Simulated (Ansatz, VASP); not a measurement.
**Two plane-wave programs on LiSi2B3**

```
Li Si B
1.0
    -1.72943    1.72943    4.38435
     1.72943   -1.72943    4.38435
     1.72943    1.72943   -4.38435
Li Si B
1 2 3
Direct
  0.00000 0.00000 0.00000
  0.69071 0.69071 0.00000
  0.30929 0.30929 0.00000
  0.75000 0.25000 0.50000
  0.50000 0.50000 0.00000
  0.25000 0.75000 0.50000
```

Change from the starting cell: species swapped into the CsLi2F3 type (I4/mmm, No. 139).

Alike in both runs: task single point; functional PBE; k mesh 8 × 8 × 8; occupations gaussian, width 0.1 eV; no spin polarisation.

```csv
,VASP,Ansatz
version,VASP 6.6.1,Ansatz 0.2.0
potentials or method,"VASP PAW PBE potentials, release 64 (Li_sv, Si, B), cutoff 750 eV","scalar-relativistic, plane waves, PAW"
valence electrons in the cell,20,20
```

VASP gave:

* gap on the k mesh at the Fermi level (eV): none
* rms of the force components (eV/Å): 0.302

Q: Which values does Ansatz return?

A: gap on the k mesh at the Fermi level (eV): none; rms of the force components (eV/Å): 0.304.

Atom by atom the forces differ by 0.002 eV/Å (rms over components). A gap of «none» marks a metal or a gap that the smearing closes. With one functional, cell and mesh, what is left measures potentials, basis and numerics.
